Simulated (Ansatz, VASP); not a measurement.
## Two plane-wave programs on Ta

The input INCAR:

```
  PREC = Accurate
  ENCUT = 520
  EDIFF = 1E-7
  ISMEAR = 0
  SIGMA = 0.1
  LREAL = F
  LASPH = T
  NELM = 100
  ALGO = Fast
  ISIF = 2
  LWAVE = F
  LCHARG = F
  GGA = PE
  NBANDS = 18
```

Contents of KPOINTS:

```
Automatic mesh
0
Gamma
  16 16 8
```

Contents of POSCAR:

```
Ta
1.0
    2.8357807865      0.0580074415      0.0082950641
   -1.3676544754      2.3688319948     -0.0000030688
    0.0147755436      0.0085243521      5.0963226500
Ta
2
Direct
    0.6595190795      0.3297595348      0.7610816850
    0.3404809205      0.6702404652      0.2389183150
```

Input for Ansatz:

```yaml
crystal:
  lattice:
    - [2.8357807865, 0.0580074415, 0.0082950641]
    - [-1.3676544754, 2.3688319948, -3.0688e-06]
    - [0.0147755436, 0.0085243521, 5.09632265]
  atoms:
    - { symbol: Ta, position: [0.6595190795, 0.3297595348, 0.761081685] }
    - { symbol: Ta, position: [0.3404809205, 0.6702404652, 0.238918315] }
basis:
  ecutwfc: 420
kpoints:
  mp_grid: { grid: [16, 16, 8] }
hamiltonian:
  xc: pbe
scf:
  occupations: { method: gaussian, width: 0.1 }
output:
  forces: true
  stress: true
  eigenvalues: true
  populations: true
```

Alike in both runs: task single point; functional PBE; k mesh 16 × 16 × 8; occupations gaussian, width 0.1 eV; no spin polarisation.

|  | VASP | Ansatz |
| --- | --- | --- |
| version | VASP 6.6.1 | Ansatz 0.2.0 |
| potentials or method | VASP PAW PBE potentials, release 64 (Ta_pv), cutoff 520 eV | scalar-relativistic, plane waves, PAW |
| valence electrons in the cell | 22 | 26 |

|  | VASP | Ansatz | Ansatz less VASP |
| --- | --- | --- | --- |
| gap on the k mesh at the Fermi level (eV) | none | none | - |
| pressure (GPa) | 19.0 | 18.8 | -0.22 |
| traceless stress, the component that is largest in VASP (GPa) | -4.86 | -4.81 | +0.049 |
| rms of the force components (eV/Å) | 0.914 | 0.914 | -0.0001 |

Atom by atom the forces differ by 0.001 eV/Å (rms over components). A gap of «none» marks a metal or a gap that the smearing closes. The functional is the same, so the differences come from potentials, cutoffs and numerics. VASP's potentials hold 22 valence electrons a cell and Ansatz's 26, so a difference there can come from the potentials and not from the codes. Ansatz's warnings: near symmetry operations not taken.

Spin-orbit coupling is off throughout.
